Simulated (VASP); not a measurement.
# Sn (Imma) in VASP: a series of runs

Runs on Sn. Level: PBE. Tasks: single point.

Program: VASP 6.6.1. These are calculated values, not measurements. Logs are shortened: lines on timing, memory, paths and dates and some standing lists are left out, and cuts for length are marked.

## Step 1: The cell of the first run

Symmetry: Imma, No. 74, orthorhombic system. Conventional cell: a = 4.481 Å, b = 4.664 Å, c = 6.467 Å, α = 90.00°, β = 90.00°, γ = 90.00°. Sn (site symmetry mm2) has 4 Sn at 2.76 to 2.84 Å within 3.6 Å.

## Step 2: Single point, PBE

INCAR reads:

```
  PREC = Accurate
  ENCUT = 520
  EDIFF = 1E-6
  ISMEAR = -1
  SIGMA = 0.05
  LREAL = F
  LASPH = T
  NELM = 80
  ALGO = Normal
  ISIF = 2
  LWAVE = F
  LCHARG = T
  GGA = PE
  LELF = T
  LVHAR = T
  NBANDS = 21
```

KPOINTS reads:

```
regular mesh
0
Gamma
  6 6 6
```

POSCAR reads:

```
Sn
1.0
   -0.0646668560      3.2333428000      3.2333428000
    3.2333428000     -0.0646668560      3.2333428000
    3.1686759440      3.1686759440      0.0000000000
Sn
2
Direct
    0.7500000000      0.7500000000      0.7500000000
    0.5000000000      0.5000000000      0.5000000000
```

Potentials or basis: VASP PAW PBE potentials, release 64 (Sn_d).

Launch:

```
$ cat potpaw_PBE.64/Sn_d/POTCAR > POTCAR
$ mpirun -np 1 vasp_std > vasp.out
```

OUTCAR:

```text
PREC = Accurate
   ENCUT = 520
   EDIFF = 1E-6
   ISMEAR = -1
   LREAL = F
   LASPH = T
   NELM = 80
   ISIF = 2
   GGA = PE

 ion  position               nearest neighbor table
   1  0.750  0.750  0.750-   2 2.76   2 2.76   2 2.84   2 2.84
   2  0.500  0.500  0.500-   1 2.76   1 2.76   1 2.84   1 2.84

  LATTYP: Found a body centered orthorhombic cell.
 ALAT       =     4.4811844948
 B/A-ratio  =     1.0408163265
 C/A-ratio  =     1.4430750636

  Lattice vectors:

 A1 = (   0.0646668560,  -3.2333428000,  -3.2333428000)
 A2 = (  -0.0646668560,   3.2333428000,  -3.2333428000)
 A3 = (   3.2333428000,  -0.0646668560,   3.2333428000)

Analysis of symmetry for initial positions (statically):
=====================================================================
 Subroutine PRICEL returns:
 Original cell was already a primitive cell.

 Routine SETGRP: Setting up the symmetry group for a
 body centered orthorhombic supercell.

 Subroutine GETGRP returns: Found  8 space group operations
 (whereof  4 operations were pure point group operations)
 out of a pool of  8 trial point group operations.

The static configuration has the point symmetry C_2v.
 The point group associated with its full space group is D_2h.

Analysis of symmetry for dynamics (positions and initial velocities):
=====================================================================
 Subroutine PRICEL returns:
 Original cell was already a primitive cell.

 Routine SETGRP: Setting up the symmetry group for a
 body centered orthorhombic supercell.

 Subroutine GETGRP returns: Found  8 space group operations
 (whereof  4 operations were pure point group operations)
 out of a pool of  8 trial point group operations.

The dynamic configuration has the point symmetry C_2v.
 The point group associated with its full space group is D_2h.

 Subroutine INISYM returns: Found  8 space group operations
 (whereof  4 operations are pure point group operations),
 and found     1 'primitive' translations

----------------------------------------------------------------------------------------

                                     Primitive cell

  volume of cell :      67.5790

  direct lattice vectors                    reciprocal lattice vectors
    -0.064666856  3.233342800  3.233342800    -0.151606591  0.151606591  0.154638723
     3.233342800 -0.064666856  3.233342800     0.151606591 -0.151606591  0.154638723
     3.168675944  3.168675944  0.000000000     0.157794615  0.157794615 -0.154638723

  length of vectors
     4.573094480  4.573094480  4.481184495     0.264352513  0.264352513  0.271498463

  position of ions in fractional coordinates (direct lattice)
     0.750000000  0.750000000  0.750000000
     0.500000000  0.500000000  0.500000000

  ion indices of the primitive-cell ions
   primitive index   ion index
                 1           1
                 2           2

----------------------------------------------------------------------------------------

 KPOINTS: regular mesh

Automatic generation of k-mesh.
 Grid dimensions read from file:
 generate k-points for:    6    6    6

 Generating k-lattice:

  Cartesian coordinates                     Fractional coordinates (reciprocal lattice)
    -0.025267765  0.025267765  0.025773120     0.166666667  0.000000000  0.000000000
     0.025267765 -0.025267765  0.025773120     0.000000000  0.166666667  0.000000000
     0.026299102  0.026299102 -0.025773120     0.000000000  0.000000000  0.166666667

  Length of vectors
     0.044058752  0.044058752  0.045249744

  Shift w.r.t. Gamma in fractional coordinates (k-lattice)
     0.000000000  0.000000000  0.000000000

 Subroutine IBZKPT returns following result:
 ===========================================

 Found     46 irreducible k-points:

 Following reciprocal coordinates:
            Coordinates               Weight
  0.000000  0.000000  0.000000      1.000000
  0.166667  0.000000  0.000000      4.000000
  0.333333  0.000000  0.000000      4.000000
  0.500000  0.000000  0.000000      2.000000
  0.166667  0.166667  0.000000      2.000000
  0.333333  0.166667  0.000000      4.000000
[... 16 lines left out ...]
 -0.166667  0.333333  0.166667      4.000000
  0.500000  0.500000  0.166667      4.000000
 [... further k-points ...]
   k-points           NKPTS =     46   k-points in BZ     NKDIM =     46   number of bands    NBANDS=     21
   number of dos      NEDOS =    301   number of ions     NIONS =      2
   total plane-waves  NPLWV =  46656
   dimension x,y,z NGX =    36 NGY =   36 NGZ =   36
   dimension x,y,z NGXF=    72 NGYF=   72 NGZF=   72
   ions per type =               2
   NGX,Y,Z   is equivalent  to a cutoff of  13.09, 13.09, 13.36 a.u.
   NGXF,Y,Z  is equivalent  to a cutoff of  26.17, 26.17, 26.71 a.u.
 SYSTEM =  unknown system
   PREC   = accura    normal or accurate (medium, high low for compatibility)
   ISTART =      0    job   : 0-new  1-cont  2-samecut
   ICHARG =      2    charge: 1-file 2-atom 10-const
   ISPIN  =      1    spin polarized calculation?
   LNONCOLLINEAR =      F non collinear calculations
   LSORBIT =      F    spin-orbit coupling
   LASPH  =      T    aspherical Exc in radial PAW
   ENCUT  =  520.0 eV  38.22 Ry    6.18 a.u.   8.50  8.50  8.33*2*pi/ulx,y,z
   NELM   =     80;   NELMIN=  2; NELMDL= -5     # of ELM steps
   EDIFF  = 0.1E-05   stopping-criterion for ELM
   LREAL  =      F    real-space projection
   EDIFFG = 0.1E-04   stopping-criterion for IOM
   NSW    =      0    number of steps for IOM
   IBRION =     -1    ionic relax: 0-MD 1-quasi-New 2-CG
   NFREE  =      0    steps in history (QN), initial steepest desc. (CG)
   ISIF   =      2    stress and relaxation
   ISYM   =      2    0-nonsym 1-usesym 2-fastsym
   POTIM  = 0.5000    time-step for ionic-motion
   TEBEG  =    0.0;   TEEND  =   0.0 temperature during run
   PSTRESS=    0.0 pullay stress
   NELECT =      28.0000    total number of electrons
   NUPDOWN=      -1.0000    fix difference up-down
   EMIN   =  10.00;   EMAX   =-10.00  energy-range for DOS
   EFERMI =   0.00;   METHOD = LEGACY
   ISMEAR =    -1;   SIGMA  =   0.05  broadening in eV -4-tet -1-fermi 0-gaus
   EFERMI_NEDOS =   21; number of points for ismear=-14 and -15
   IALGO  =     38    algorithm
   IMIX   =      4    mixing-type and parameters
     AMIX     =   0.40;   BMIX     =  1.00
     AMIX_MAG =   1.60;   BMIX_MAG =  1.00
  volume/ion in A,a.u.               =      33.79       228.02
  Fermi-wavevector in a.u.,A,eV,Ry     =   1.220460  2.306336 20.266197  1.489523
  Thomas-Fermi vector in A             =   2.355677
   LORBIT       =      0    0 simple, 1 ext, 2 COOP (PROOUT), +10 PAW based schemes
   GGA     = PE    functional components
   LHFCALC =     F    Hartree Fock is set to
   AEXX    =    0.0000 exact exchange contribution
   IVDW    =     0    specifies the selected vdW correction
   LEPSILON=     F    determine dielectric tensor
   LRPA    =     F    only Hartree local field effects (RPA)
 non-spin polarized calculation
  energy-cutoff  :      520.00
  volume of cell :       67.58
 maximum number of plane-waves:      1839
 NGX is ok and might be reduce to    36
   NGX = 17   NGY = 17   NGZ = 17

 number of electron      28.0000004 magnetization

 Free energy of the ion-electron system (eV)
  ---------------------------------------------------
  ext. energy  EPLUGINS =         0.00000000
  ---------------------------------------------------
  free energy    TOTEN  =        -7.57487185 eV

  energy without entropy =       -7.57331481  energy(sigma->0) =       -7.57409333

 E-fermi :   5.7120     XC(G=0):  -8.9191

 val. band max:        5.6540162990   @ k =   0.0000   0.0000   0.5000
 cond. band min:       5.8272871353   @ k =   0.0000   0.0000   0.0000
 fundamental gap:      0.1732708363
 Fermi energy:         5.7120063778

 k-point     1 :       0.0000    0.0000    0.0000
  band No.  band energies     occupation
      1     -15.9784      2.00000
      2     -15.9427      2.00000
      3     -15.9066      2.00000
      4     -15.8826      2.00000
      5     -15.8806      2.00000
      6     -15.5927      2.00000
[... 13 lines left out ...]
     20      13.7518      0.00000
     21      13.7642      0.00000

 k-point     2 :       0.1667    0.0000    0.0000
  band No.  band energies     occupation
      1     -15.9897      2.00000
      2     -15.9541      2.00000
      3     -15.9076      2.00000
      4     -15.8610      2.00000
      5     -15.8610      2.00000
      6     -15.5976      2.00000
[... 13 lines left out ...]
     20      12.6746      0.00000
     21      12.8491      0.00000

 k-point     3 :       0.3333    0.0000    0.0000
  band No.  band energies     occupation
      1     -16.0033      2.00000
      2     -15.9669      2.00000
      3     -15.9012      2.00000
      4     -15.8393      2.00000
      5     -15.8318      2.00000
      6     -15.6075      2.00000
[... 13 lines left out ...]
     20      13.0348      0.00000
     21      13.3219      0.00000

 k-point     4 :       0.5000    0.0000    0.0000
  band No.  band energies     occupation
      1     -16.0076      2.00000
      2     -15.9703      2.00000
      3     -15.8975      2.00000
      4     -15.8335      2.00000
      5     -15.8205      2.00000
      6     -15.6173      2.00000
[... 13 lines left out ...]
     20      14.5396      0.00000
     21      14.6625      0.00000

 k-point     5 :       0.1667    0.1667    0.0000
  band No.  band energies     occupation
      1     -15.9903      2.00000
      2     -15.9519      2.00000
      3     -15.9251      2.00000
      4     -15.8583      2.00000
      5     -15.8315      2.00000
      6     -15.6379      2.00000
[... 13 lines left out ...]
     20      12.4282      0.00000
     21      14.0728      0.00000
[... 382 lines left out ...]
     20      13.9120      0.00000
     21      15.6230      0.00000

 k-point    22 :      -0.3333    0.3333    0.1667
  band No.  band energies     occupation
      1     -16.0265      2.00000
      2     -15.9978      2.00000
      3     -15.8405      2.00000
      4     -15.7836      2.00000
      5     -15.7496      2.00000
      6     -15.7221      2.00000
[... 13 lines left out ...]
     20      15.2990      0.00000
     21      15.5393      0.00000

 k-point    23 :      -0.1667    0.3333    0.1667
  band No.  band energies     occupation
      1     -16.0179      2.00000
      2     -15.9939      2.00000
      3     -15.8645      2.00000
      4     -15.8090      2.00000
      5     -15.7563      2.00000
      6     -15.7195      2.00000
[... 13 lines left out ...]
     20      13.5864      0.00000
     21      15.4604      0.00000

 k-point    24 :       0.5000    0.5000    0.1667
  band No.  band energies     occupation
      1     -16.0305      2.00000
      2     -15.9673      2.00000
      3     -15.8813      2.00000
      4     -15.7840      2.00000
      5     -15.7593      2.00000
      6     -15.6938      2.00000
[... 13 lines left out ...]
     20      15.0970      0.00000
     21      15.4775      0.00000

 [... further k-points ...]

------------------------ aborting loop because EDIFF is reached ----------------------------------------

  FORCE on cell =-STRESS in cart. coord.  units (eV):
  Direction    XX          YY          ZZ          XY          YZ          ZX
  --------------------------------------------------------------------------------------
  -------------------------------------------------------------------------------------
  Total        1.6740554      1.6740554      1.6581509      0.8939451      0.0000000      0.0000000
  in kB       39.6888874     39.6888874     39.3118185     21.1938536      0.0000000      0.0000000
  external PRESSURE =      39.5631978 kB  Pullay stress =       0.0000000 kB

 VOLUME and BASIS-vectors are now :
 -----------------------------------------------------------------------------
  energy-cutoff  :      520.00
  volume of cell :       67.58
      direct lattice vectors                 reciprocal lattice vectors
    -0.064666856  3.233342800  3.233342800    -0.151606591  0.151606591  0.154638723
     3.233342800 -0.064666856  3.233342800     0.151606591 -0.151606591  0.154638723
     3.168675944  3.168675944  0.000000000     0.157794615  0.157794615 -0.154638723

 POSITION                                       TOTAL-FORCE (eV/Angst)
 -----------------------------------------------------------------------------------
      4.75301      4.75301      4.85001         0.000000      0.000000      0.413221
      3.16868      3.16868      3.23334        -0.000000     -0.000000     -0.413221
 -----------------------------------------------------------------------------------
    total drift:                                0.000000      0.000000      0.000000

  FREE ENERGIE OF THE ION-ELECTRON SYSTEM (eV)
  ---------------------------------------------------
  free  energy   TOTEN  =        -7.5748718478 eV

  energy  without entropy=       -7.5733148111  energy(sigma->0) =       -7.57409333
```

It took 1.7 min on 1 thread of Intel Xeon 8259CL, shared host; peak memory 0.22 GiB.

What came out:

```
Free energy            : -7.5749 eV
Pressure               : 4.0 GPa
Largest force          : 0.413 eV/Å
Band gap on the k mesh : zero (bands 14 and 15 overlap by 0.19 eV)
```

Forces on the atoms (eV/Å):
```
Sn   0.000  0.000  0.413
Sn   0.000  0.000 -0.413
```

Levels at points of the mesh, in eV from the Fermi level:
| k point | band 10 | band 11 | band 12 | band 13 | band 14 | band 15 | band 16 | band 17 | band 18 | band 19 |
| --- | --- | --- | --- | --- | --- | --- | --- | --- | --- | --- |
| (0.00, 0.00, 0.00) | -21.24 | -10.63 | -0.54 | 0.12 | 0.13 | 0.17 | 1.97 | 2.25 | 2.46 | 5.10 |
| (0.50, 0.00, 0.00) | -21.19 | -9.10 | -6.22 | -1.01 | -0.99 | 0.19 | 3.21 | 3.48 | 5.76 | 8.30 |
| (0.50, 0.50, 0.00) | -21.17 | -7.68 | -7.32 | -2.60 | -2.28 | 0.69 | 1.06 | 7.82 | 7.89 | 9.34 |
| (0.00, 0.00, 0.50) | -21.20 | -8.87 | -6.35 | -1.18 | -1.15 | -0.06 | 3.11 | 3.37 | 5.63 | 8.48 |
| (0.50, 0.00, 0.50) | -21.19 | -7.50 | -7.50 | -2.44 | -2.44 | 0.86 | 0.86 | 7.76 | 7.76 | 9.51 |

Caveat: the cell stands under pressure; spin-orbit coupling is left out, which moves the levels of the heavy elements.

## Step 3: Single point, PBE

INCAR reads:

```
PREC = Accurate
ENCUT = 520
EDIFF = 1E-7
ISMEAR = -1
SIGMA = 0.05
LREAL = False
LASPH = True
NELM = 60
ALGO = Fast
ISIF = 2
LWAVE = False
LCHARG = False
GGA = PE
NBANDS = 21
```

KPOINTS reads:

```
Automatic mesh
0
Gamma
  6 6 6
```

POSCAR reads:

```
Sn
1.0
   -0.0323334280      3.2333428000      3.2333428000
    3.2333428000     -0.0323334280      3.2333428000
    3.2010093720      3.2010093720      0.0000000000
Sn
2
Direct
    0.7500000000      0.7500000000      0.7500000000
    0.5000000000      0.5000000000      0.5000000000
```

Potentials or basis: VASP PAW PBE potentials, release 64 (Sn_d).

Launch:

```
$ cat potpaw_PBE.64/Sn_d/POTCAR > POTCAR
$ mpirun -np 1 vasp_std > vasp.out
```

Run time: 2.6 min. Hardware: 1 thread of Intel Xeon 8259CL, shared host; peak memory 0.23 GiB.

Results (log left out):

| Quantity | Value |
| --- | --- |
| Free energy | -7.5887 eV |
| Pressure | 3.8 GPa |
| Largest force | 0.210 eV/Å |
| Band gap on the k mesh | zero (bands 14 and 15 overlap by 0.13 eV) |

Forces in eV/Å, atoms in the order of the input:
```
Sn   0.000  0.000  0.210
Sn   0.000  0.000 -0.210
```

Stress tensor (GPa, compression positive):
```
3.85 1.04 0.00
1.04 3.85 0.00
0.00 0.00 3.84
```

Levels at points of the mesh, in eV from the Fermi level:
```tsv
k point	band 10	band 11	band 12	band 13	band 14	band 15	band 16	band 17	band 18	band 19
(0.00, 0.00, 0.00)	-21.29	-10.66	-0.55	0.10	0.11	0.12	2.06	2.19	2.31	5.06
(0.50, 0.00, 0.00)	-21.23	-9.07	-6.28	-1.08	-1.07	0.10	3.22	3.35	5.70	8.48
(0.50, 0.50, 0.00)	-21.21	-7.62	-7.43	-2.55	-2.40	0.74	0.93	7.80	7.83	9.36
(0.00, 0.00, 0.50)	-21.24	-8.95	-6.35	-1.16	-1.15	-0.03	3.17	3.30	5.63	8.54
(0.50, 0.00, 0.50)	-21.22	-7.52	-7.52	-2.47	-2.47	0.83	0.83	7.79	7.79	9.44
```

Caveat: the cell stands under pressure; spin-orbit coupling is left out, which moves the levels of the heavy elements.
